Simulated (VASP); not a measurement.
# Mg: single point with BLYP

Crystal: Mg.

```xyz
1
Lattice="0.0000 2.3682 2.3682 2.3682 0.0000 2.3682 2.3682 2.3682 0.0000" Properties=species:S:1:pos:R:3 pbc="T T T"
Mg    0.0000    0.0000    0.0000
```

This cell differs from its parent crystal: volume scaled by 1.12.

```
Program             : VASP 6.6.1
Task                : single point
Functional          : BLYP
Potentials or basis : VASP PAW PBE potentials, release 64 (Mg)
Cutoff              : 520 eV
k mesh              : 13 × 13 × 13
Occupations         : fermi-dirac, width 0.1 eV
Spin                : no spin polarisation
```

```yaml
Pressure: -2.7 GPa
Band_gap_on_the_k_mesh: zero (band 1 reaches 3.14 eV, above the bottom of band 2 at 1.32 eV)
```

Levels at points of the mesh, in eV from the Fermi level:
```csv
k point,band 1,band 2,band 3,band 4
"(0.00, 0.00, 0.00)",-6.33,11.41,11.41,11.41
```

Run time: 32 s on 1 thread of Intel Xeon 8259CL, on a shared host, peak memory 0.16 GiB.

Caveat: the PAW data sets were made with another functional, which shifts forces and pressure a little.
